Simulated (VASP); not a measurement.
Runs of VASP 6.6.1 on MgO. The structure is that of space group Fm-3m (No. 225), or close to it. The cells are those of the table. 

| task | level | potentials or basis | cell | k mesh | gap on the mesh (eV) | pressure (GPa) |
| --- | --- | --- | --- | --- | --- | --- |
| single point | PBE | VASP PAW PBE potentials, release 64 (Mg, O) | a = 2.958 Å, angles 60.0°, 2 atoms | 11 × 11 × 11 | (c) | 7.5 |
| single point | PBE | VASP PAW PBE potentials, release 64 (Mg, O) | a = 3.079 Å, angles 60.0°, 2 atoms | 11 × 11 × 11 | (a) | -9.8 |
| single point | PBE | VASP PAW PBE potentials, release 64 (Mg, O) | a = 3.020 Å, angles 60.0°, 2 atoms | 11 × 11 × 11 | 4.34 | -2.4 |
| electric field gradients | PBE | VASP PAW PBE potentials, release 64 (Mg, O) | a = 2.958 Å, angles 60.0°, 2 atoms | 11 × 11 × 11 | 4.93 | 7.5 |
| electric field gradients | PBE | VASP PAW PBE potentials, release 64 (Mg, O) | a = 3.020, b = 3.020, c = 2.959 Å, angles 60.7, 60.7, 61.3°, 2 atoms | 11 × 11 × 11 | 4.17 | -2.4 |
| electric field gradients | PBEsol | VASP PAW PBE potentials, release 64 (Mg, O) | a = 3.020 Å, angles 60.0°, 2 atoms | 11 × 11 × 11 | (d) | -6.3 |
| electric field gradients | PBE | VASP PAW PBE potentials, release 64 (Mg, O) | a = 3.020 Å, angles 60.0°, 2 atoms | 6 × 6 × 6 | 4.34 | -2.4 |
| electric field gradients | LDA | VASP PAW LDA potentials, release 64 (Mg, O) | a = 3.020 Å, angles 60.0°, 2 atoms | 11 × 11 × 11 | 4.27 | -13.2 |
| single point | PBE | VASP PAW PBE potentials, release 64 (Mg, O) | a = 3.020 Å, angles 60.0°, 2 atoms | 15 × 15 × 15 | 4.34 | -2.4 |
| electric field gradients | PBE | VASP PAW PBE potentials, release 64 (Mg, O) | a = 2.999 Å, angles 60.0°, 2 atoms | 11 × 11 × 11 | (b) | 0.6 |
| single point | PBE | VASP PAW PBE potentials, release 64 (Mg, O) | a = 3.020 Å, angles 60.0°, 2 atoms | 8 × 8 × 8 | 4.34 | -2.4 |

Alike in all rows: no spin polarisation; cutoff (eV) 520; smearing fermi-dirac 0.01 eV.

Problem. Estimate the missing entries.

Solution. (a) 3.82; (b) 4.52; (c) 4.92; (d) 4.25.

Caveats: some runs use coarse meshes; the PAW data sets were made with another functional, which shifts forces and pressure a little (some runs).

A k mesh can miss the band edges.
